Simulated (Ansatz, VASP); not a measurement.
Ga2O3 in VASP and in Ansatz

```xyz
10
Lattice="1.3814 -4.5913 0.0000 1.3814 4.5913 0.0000 0.0000 0.0000 7.0519" Properties=species:S:1:pos:R:3 pbc="T T T"
Ga    1.3814    2.3080    5.2889
Ga    1.3814   -2.3080    1.7630
Ga    0.0000    0.0000    0.0000
Ga    0.0000    0.0000    3.5259
O     1.3814    1.2729    3.0038
O     1.3814   -1.2729    4.0481
O     1.3814   -1.2729    6.5297
O     1.3814    1.2729    0.5222
O     1.3814    3.6315    1.7630
O     1.3814   -3.6315    5.2889
```

Alike in both runs: functional LDA; k mesh 10 × 10 × 4; occupations gaussian, width 0.02 eV; no spin polarisation.

Ansatz relaxed the structure, and its values are those at the end. VASP's run is a single point on that final structure, the one shown.

|  | VASP | Ansatz |
| --- | --- | --- |
| version | VASP 6.6.1 | Ansatz 0.2.0 |
| potentials or method | VASP PAW LDA potentials, release 64 (Ga_d, O), cutoff 520 eV | scalar-relativistic, plane waves, PAW |
| valence electrons in the cell | 88 | 88 |

```csv
,VASP,Ansatz,Ansatz less VASP
gap on the k mesh at the Fermi level (eV),1.80,1.79,-0.017
least direct gap on the mesh (eV),1.85,1.84,-0.017
pressure (GPa),1.8,0.0,-1.86
rms of the force components (eV/Å),0.038,0.000,-0.0372
```

LDA's correlation is that of Perdew and Zunger in VASP and of Perdew and Wang (1992) in Ansatz.
